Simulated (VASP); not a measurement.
# Be16C (a cell with a defect): single point with PBEsol

System: Be16C (a cell with a defect).

```
Be C
1.0
    -2.29000   -3.96640    0.00000
     3.43500   -1.98320    0.00000
     0.00000    0.00000    7.17686
Be C
16 1
Direct
  0.75943 0.51075 0.00130
  0.50021 0.28815 0.26048
  0.75486 0.49674 0.50214
  0.49963 0.33186 0.74688
  0.49957 0.97041 0.99094
  0.21541 0.84707 0.25375
  0.49974 0.99497 0.50838
  0.24625 0.83849 0.74620
  0.23995 0.51101 0.00167
  0.99971 0.31678 0.25208
  0.24445 0.49712 0.50174
  0.99994 0.34320 0.74528
  0.99974 0.04034 0.99095
  0.78510 0.84561 0.25433
  0.00007 0.01064 0.50519
  0.75324 0.83827 0.74619
  0.50003 0.65919 0.15324
```

```json
{"Program": "VASP 6.6.1", "Task": "single point", "Functional": "PBEsol", "Potentials or basis": "VASP PAW PBE potentials, release 64 (Be, C)", "Cutoff": "520 eV", "k mesh": "5 × 5 × 3", "Occupations": "gaussian, width 0.05 eV", "Spin": "no spin polarisation", "Dipole correction": "no", "Further INCAR settings": "LREAL = Auto; ALGO = Normal; EDIFF = 1e-07; NBANDS = 32"}
```

```yaml
Pressure: 7.9 GPa
Largest_force: 1.075 eV/Å
Band_gap_on_the_k_mesh: zero (bands 18 and 19 overlap by 0.85 eV)
```

Forces in eV/Å, atoms in the order of the input:
```
Be  -0.022 -0.167 -0.113
Be   0.297 -0.170  0.265
Be  -0.030 -0.024  0.215
Be  -0.005  0.001  0.030
Be   0.079 -0.054 -0.129
Be  -0.308 -0.020  0.168
Be   0.096 -0.061  0.136
Be   0.038  0.009 -0.004
Be   0.128  0.102 -0.124
Be  -0.088  0.047  0.133
Be   0.005  0.030  0.227
Be  -0.009  0.010  0.023
Be   0.019 -0.007  0.044
Be  -0.117  0.286  0.151
Be  -0.136  0.086  0.056
Be   0.020 -0.044 -0.003
C    0.034 -0.023 -1.074
```

Stress tensor (GPa, compression positive):
```
 5.93  1.23 -2.79
 1.23  7.43  1.60
-2.79  1.60 10.26
```

Levels at points of the mesh, in eV from the Fermi level:
| k point | band 14 | band 15 | band 16 | band 17 | band 18 | band 19 | band 20 | band 21 | band 22 | band 23 |
| --- | --- | --- | --- | --- | --- | --- | --- | --- | --- | --- |
| (0.00, 0.00, 0.00) | -3.55 | -2.12 | -1.21 | -1.18 | -0.06 | 0.65 | 0.74 | 1.48 | 1.84 | 1.88 |

Run time: 3.3 min on 1 thread of AMD EPYC 9R45 96-Core Processor (Zen 5), with other jobs on the host, peak memory 0.24 GiB.

Caveat: the PAW data sets were made with another functional, which shifts forces and pressure a little.
